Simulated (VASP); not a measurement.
Input of a VASP 6.6.1 run:

Contents of INCAR:

```
PREC = Accurate
ENCUT = 520
EDIFF = 1E-7
ISMEAR = 0
SIGMA = 0.15
LREAL = False
LASPH = True
NELM = 150
ALGO = Normal
ISIF = 2
LWAVE = False
LCHARG = False
ISPIN = 2
MAGMOM = -0.01 0.16
LORBIT = 11
LMAXMIX = 4
GGA = PE
NBANDS = 17
```

Contents of KPOINTS:

```
Automatic mesh
0
Gamma
  18 18 18
```

POSCAR

```
AlCo
1.0
    2.8579235682      0.3436213088      0.3436213088
    0.3436213088      2.8579235682      0.3436213088
    0.3436213088      0.3436213088      2.8579235682
Al Co
1 1
Direct
    0.0000000000      0.0000000000      0.0000000000
    0.5000000000      0.5000000000      0.5000000000
```

Potentials or basis: VASP PAW PBE potentials, release 64 (Al, Co).

Run with:

```bash
$ cat potpaw_PBE.64/Al/POTCAR potpaw_PBE.64/Co/POTCAR > POTCAR
$ mpirun -np 1 vasp_std > vasp.out
```

(1) Estimate the pressure.

(2) What does it give for the net moment?

(3) Estimate the band gap on the k mesh.

## Answers

(1) 22.9 GPa.

(2) 0.00 μB per cell.

(3) zero (filled and empty bands overlap).

Caveat: the cell stands under pressure.
